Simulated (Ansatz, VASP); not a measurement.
## Hf3Ta2F in VASP and in Ansatz

```
Hf Ta F
1.0
     3.12883    0.00000    0.00000
    -1.56442    2.70965    0.00000
     0.00000    0.00000   13.16433
Hf Ta F
3 2 1
Direct
  0.33333 0.66667 0.13248
  0.00000 0.00000 0.50000
  0.66667 0.33333 0.86752
  0.33333 0.66667 0.68691
  0.66667 0.33333 0.31309
  0.00000 0.00000 0.00000
```

Alike in both runs: task single point; functional PBE; k mesh 12 × 12 × 4; occupations gaussian, width 0.1 eV; no spin polarisation; Hubbard terms Hf d U = 2.0 eV.

|  | VASP | Ansatz |
| --- | --- | --- |
| version | VASP 6.6.1 | Ansatz 0.2.0 |
| potentials or method | VASP PAW PBE potentials, release 64 (Hf_pv, Ta_pv, F), cutoff 520 eV | scalar-relativistic, plane waves, PAW |
| valence electrons in the cell | 59 | 111 |

```tsv
	VASP	Ansatz	Ansatz less VASP
gap on the k mesh at the Fermi level (eV)	none	none	-
pressure (GPa)	3.4	1.8	-1.61
traceless stress, the component that is largest in VASP (GPa)	-0.82	-0.40	+0.416
rms of the force components (eV/Å)	0.065	0.030	-0.0353
```

The programs project onto different local orbitals, so the same U acts differently, and such runs can settle in different states. Atom by atom the forces differ by 0.042 eV/Å (rms over components). A gap of «none» marks a metal or a gap that the smearing closes. VASP's potentials hold 59 valence electrons a cell and Ansatz's 111, so a difference there can come from the potentials and not from the codes. Ansatz's warnings: filled band counts differ across k points.

Neither program's run includes spin-orbit coupling.
